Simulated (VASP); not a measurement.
# ZnO (P6_3mc) in VASP: a series of runs, part 2 of 2

VASP 6.6.1. Earlier steps stand in the parts before.

## 3. Relaxation of shape and atoms at fixed volume, r2SCAN (12.52 Å³/atom)

This run uses another cell than the first one, of 12.52 Å³/atom.

Input file POSCAR:

```
ZnO
1.0
    3.2986562555      0.0000000000      0.0000000000
   -1.6493281277      2.8567201157      0.0000000000
    0.0000000000      0.0000000000      5.3135684215
Zn O
2 2
Direct
    0.3333333333      0.6666666667      0.4996911395
    0.6666666667      0.3333333333     -0.0003088605
    0.6666666667      0.3333333333      0.3793188605
    0.3333333333      0.6666666667      0.8793188605
```

Input file INCAR.step1:

```
SYSTEM = ZnO
ALGO     = Normal         ! electronic algorithm
EDIFF    = 1E-4           ! SCF threshold, eV
ENCUT    = 600            ! plane-wave cutoff, eV
GGA      = PE             ! functional
ISMEAR   = 0              ! smearing method
LASPH    = .TRUE.         ! aspherical terms in the spheres
LCHARG   = .FALSE.        ! write CHGCAR
LREAL    = .FALSE.        ! projectors in reciprocal space
LWAVE    = .TRUE.         ! write WAVECAR
NELM     = 100            ! most SCF steps
PREC     = Accurate       ! precision mode
SIGMA    = 0.02           ! smearing width, eV
```

Input file INCAR.step2:

```
SYSTEM = ZnO
ALGO     = Normal         ! electronic algorithm
EDIFF    = 1E-7           ! SCF threshold, eV
EDIFFG   = -0.01          ! ionic threshold
ENCUT    = 600            ! plane-wave cutoff, eV
IBRION   = 2              ! ionic algorithm
ISIF     = 4              ! what is computed and relaxed
ISMEAR   = 0              ! smearing method
ISTART   = 1            
LASPH    = .TRUE.         ! aspherical terms in the spheres
LCHARG   = .FALSE.        ! write CHGCAR
LMIXTAU  = .TRUE.       
LREAL    = .FALSE.        ! projectors in reciprocal space
LWAVE    = .FALSE.        ! write WAVECAR
METAGGA  = R2SCAN         ! meta-GGA
NELM     = 100            ! most SCF steps
NSW      = 50             ! ionic steps
PREC     = Accurate       ! precision mode
SIGMA    = 0.02           ! smearing width, eV
```

Input file KPOINTS:

```
k-points
0
G
  9 9 6
  0 0 0
```

Potentials or basis: VASP PAW PBE potentials, release 64 (Zn, O).

The run is started by

```
cat potpaw_PBE.64/Zn/POTCAR potpaw_PBE.64/O/POTCAR > POTCAR
cp INCAR.step1 INCAR
mpirun -np 1 vasp_std > vasp.out
cp INCAR.step2 INCAR
mpirun -np 1 vasp_std > vasp.out
```

OUTCAR:

```text
SYSTEM = ZnO
   EDIFF = 1E-7
   EDIFFG = -0.01
   ENCUT = 600
   IBRION = 2
   ISIF = 4
   ISMEAR = 0
   ISTART = 1
   LASPH = .TRUE.
   LREAL = .FALSE.
   METAGGA = R2SCAN
   NELM = 100
   NSW = 50
   PREC = Accurate

 ion  position               nearest neighbor table
   1  0.333  0.667  0.500-   3 2.01   3 2.01   3 2.01   4 2.02
   2  0.667  0.333  1.000-   4 2.01   4 2.01   4 2.01   3 2.02
   3  0.667  0.333  0.379-   1 2.01   1 2.01   1 2.01   2 2.02
   4  0.333  0.667  0.879-   2 2.01   2 2.01   2 2.01   1 2.02

[... 853 lines left out ...]
  --------------------------------------------------------------------------------------
  -------------------------------------------------------------------------------------
  Total       -2.2211628     -2.2211628     -2.1948208     -0.0000000     -0.0000000      0.0000000
  in kB      -71.0722302    -71.0722302    -70.2293461     -0.0000000     -0.0000000      0.0000000
  external PRESSURE =     -70.7912688 kB  Pullay stress =       0.0000000 kB

 VOLUME and BASIS-vectors are now :
 -----------------------------------------------------------------------------
  energy-cutoff  :      600.00
  volume of cell :       50.07
      direct lattice vectors                 reciprocal lattice vectors
     3.298669170 -0.000000000  0.000000000     0.303152559  0.175025211 -0.000000000
    -1.649334585  2.856731300  0.000000000     0.000000000  0.350050423 -0.000000000
     0.000000000  0.000000000  5.313526815     0.000000000  0.000000000  0.188198918

 POSITION                                       TOTAL-FORCE (eV/Angst)
 -----------------------------------------------------------------------------------
     -0.00000      1.90449      2.65582         0.000000      0.000000      0.007244
      1.64933      0.95224      5.31258        -0.000000      0.000000      0.007244
      1.64933      0.95224      2.01482         0.000000     -0.000000     -0.007244
     -0.00000      1.90449      4.67159         0.000000     -0.000000     -0.007244
 -----------------------------------------------------------------------------------
    total drift:                                0.000000      0.000001      0.092457

  FREE ENERGIE OF THE ION-ELECTRON SYSTEM (eV)
  ---------------------------------------------------
  free  energy   TOTEN  =       -36.2671118637 eV

  energy  without entropy=      -36.2671118637  energy(sigma->0) =      -36.26711186

 reached required accuracy - stopping structural energy minimisation
```

OUTCAR.step1:

```text
SYSTEM = ZnO
   EDIFF = 1E-4
   ENCUT = 600
   GGA = PE
   ISMEAR = 0
   LASPH = .TRUE.
   LREAL = .FALSE.
   NELM = 100
[... 830 lines left out ...]
      1.64933      0.95224      5.31193         0.000000     -0.000000      0.002170
      1.64933      0.95224      2.01554        -0.000000      0.000000     -0.002170
     -0.00000      1.90448      4.67232         0.000000      0.000000     -0.002170
 -----------------------------------------------------------------------------------
    total drift:                                0.000000      0.000000     -0.000200

  FREE ENERGIE OF THE ION-ELECTRON SYSTEM (eV)
  ---------------------------------------------------
  free  energy   TOTEN  =       -17.8646051170 eV

  energy  without entropy=      -17.8646051170  energy(sigma->0) =      -17.86460512
```

Wall time 3.5 min (1 thread of Intel Xeon 6975P-C (Granite Rapids), shared host); peak memory 0.23 GiB.

Results:

```
Free energy                  : -36.2671 eV
Energy gained by relaxing    : 0.0 meV/atom
Ionic steps                  : 2
Pressure after relaxing      : -7.1 GPa
Largest force after relaxing : 0.007 eV/Å
Band gap on the k mesh       : 1.14 eV
```

Forces in eV/Å, atoms in the order of the input:
```
Zn   0.000  0.000  0.007
Zn   0.000  0.000  0.007
O    0.000  0.000 -0.007
O    0.000  0.000 -0.007
```

Stress tensor (GPa, compression positive):
```
-7.11  0.00  0.00
 0.00 -7.11  0.00
 0.00  0.00 -7.02
```

Final structure:
```
Zn O
1.0
     3.29867    0.00000    0.00000
    -1.64933    2.85673    0.00000
     0.00000    0.00000    5.31353
Zn O
2 2
Direct
  0.33333 0.66667 0.49982
  0.66667 0.33333 0.99982
  0.66667 0.33333 0.37919
  0.33333 0.66667 0.87919
```

Caveat: the PAW data sets were made with another functional, which shifts forces and pressure a little.
